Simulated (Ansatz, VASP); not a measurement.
# Two plane-wave programs on Si

The input INCAR:

```
SYSTEM = Si
PREC = Accurate ; ENCUT = 520
EDIFF = 1E-7 ; ISMEAR = 0
SIGMA = 0.1 ; LREAL = Auto
LASPH = .True. ; NELM = 100
ALGO = Normal ; ISIF = 2
LWAVE = .False. ; LCHARG = .False.
LDIPOL = .True. ; IDIPOL = 3
DIPOL = 0.5 0.5 0.359 ; GGA = PE
NBANDS = 66
```

File KPOINTS:

```
regular mesh
0
Gamma
  6 6 1
  0 0 0
```

Contents of POSCAR:

```
Si
1.0
    7.7354122101      0.0000000000      0.0000000000
   -3.8677061051      6.6990634827      0.0000000000
    0.0000000000      0.0000000000     31.9020923748
Si
24
Direct
    0.1666666667      0.3333333333      0.2673265793
    0.6674006942      0.3318389663      0.2454304644
    0.1681610337      0.8355617280      0.2454304644
    0.6644382720      0.8325993058      0.2454304644
   -0.0054337089      0.5086189159      0.2711646230
    0.5140526247      0.5054337089      0.2711646230
   -0.0086189159     -0.0140526247      0.2711646230
    0.5000000000      0.0000000000      0.2682965454
    0.0006514917      0.5088536195      0.3466718607
    0.5082021279      0.4993485083      0.3466718607
   -0.0088536195     -0.0082021279      0.3466718607
    0.5000000000      0.0000000000      0.3434498673
    0.8333333333      0.6666666667      0.3775090526
    0.3389329347      0.6661500559      0.3673124496
    0.8338499441      0.1727828787      0.3673124496
    0.3272171213      0.1610670653      0.3673124496
    0.8333333333      0.6666666667      0.4575568456
    0.3512112974      0.6588300013      0.4409428688
    0.8411699987      0.1923812961      0.4409428688
    0.3076187039      0.1487887026      0.4409428688
    0.6773307640      0.8647756511      0.4689417382
    0.1874448871      0.8226692360      0.4689417382
    0.6352243489      0.3125551129      0.4689417382
    0.1666666667      0.3333333333      0.4741293848
```

Input for Ansatz:

```yaml
crystal:
  lattice:
    - [7.7354122101, 0.0, 0.0]
    - [-3.8677061051, 6.6990634827, 0.0]
    - [0.0, 0.0, 31.9020923748]
  atoms:
    - { symbol: Si, position: [0.1666666667, 0.3333333333, 0.2673265793] }
    - { symbol: Si, position: [0.6674006942, 0.3318389663, 0.2454304644] }
    - { symbol: Si, position: [0.1681610337, 0.835561728, 0.2454304644] }
    - { symbol: Si, position: [0.664438272, 0.8325993058, 0.2454304644] }
    - { symbol: Si, position: [-0.0054337089, 0.5086189159, 0.271164623] }
    - { symbol: Si, position: [0.5140526247, 0.5054337089, 0.271164623] }
    - { symbol: Si, position: [-0.0086189159, -0.0140526247, 0.271164623] }
    - { symbol: Si, position: [0.5, 0.0, 0.2682965454] }
    - { symbol: Si, position: [0.0006514917, 0.5088536195, 0.3466718607] }
    - { symbol: Si, position: [0.5082021279, 0.4993485083, 0.3466718607] }
    - { symbol: Si, position: [-0.0088536195, -0.0082021279, 0.3466718607] }
    - { symbol: Si, position: [0.5, 0.0, 0.3434498673] }
    - { symbol: Si, position: [0.8333333333, 0.6666666667, 0.3775090526] }
    - { symbol: Si, position: [0.3389329347, 0.6661500559, 0.3673124496] }
    - { symbol: Si, position: [0.8338499441, 0.1727828787, 0.3673124496] }
    - { symbol: Si, position: [0.3272171213, 0.1610670653, 0.3673124496] }
    - { symbol: Si, position: [0.8333333333, 0.6666666667, 0.4575568456] }
    - { symbol: Si, position: [0.3512112974, 0.6588300013, 0.4409428688] }
    - { symbol: Si, position: [0.8411699987, 0.1923812961, 0.4409428688] }
    - { symbol: Si, position: [0.3076187039, 0.1487887026, 0.4409428688] }
    - { symbol: Si, position: [0.677330764, 0.8647756511, 0.4689417382] }
    - { symbol: Si, position: [0.1874448871, 0.822669236, 0.4689417382] }
    - { symbol: Si, position: [0.6352243489, 0.3125551129, 0.4689417382] }
    - { symbol: Si, position: [0.1666666667, 0.3333333333, 0.4741293848] }
basis:
  ecutwfc: 420
kpoints:
  mp_grid: { grid: [6, 6, 1] }
hamiltonian:
  xc: pbe
scf:
  occupations: { method: gaussian, width: 0.1 }
output:
  forces: true
  stress: true
  eigenvalues: true
  write_density: true
  write_potential: true
  elf: true
  volumetric_format: npy
efield:
  axis: 3
  dipole_correction: true
  ramp_width: 0.04
```

Alike in both runs: task single point; functional PBE; k mesh 6 × 6 × 1; occupations gaussian, width 0.1 eV; no spin polarisation.

|  | VASP | Ansatz |
| --- | --- | --- |
| version | VASP 6.6.1 | Ansatz 0.2.0 |
| potentials or method | VASP PAW PBE potentials, release 64 (Si), cutoff 520 eV | scalar-relativistic, plane waves, PAW |
| valence electrons in the cell | 96 | 96 |

```tsv
	VASP	Ansatz	Ansatz less VASP
gap on the k mesh at the Fermi level (eV)	none	none	-
rms of the force components (eV/Å)	0.296	0.296	-0.0006
```

Atom by atom the forces differ by 0.003 eV/Å (rms over components). A gap of «none» marks a metal or a gap that the smearing closes. With one functional, cell and mesh, what is left measures potentials, basis and numerics.
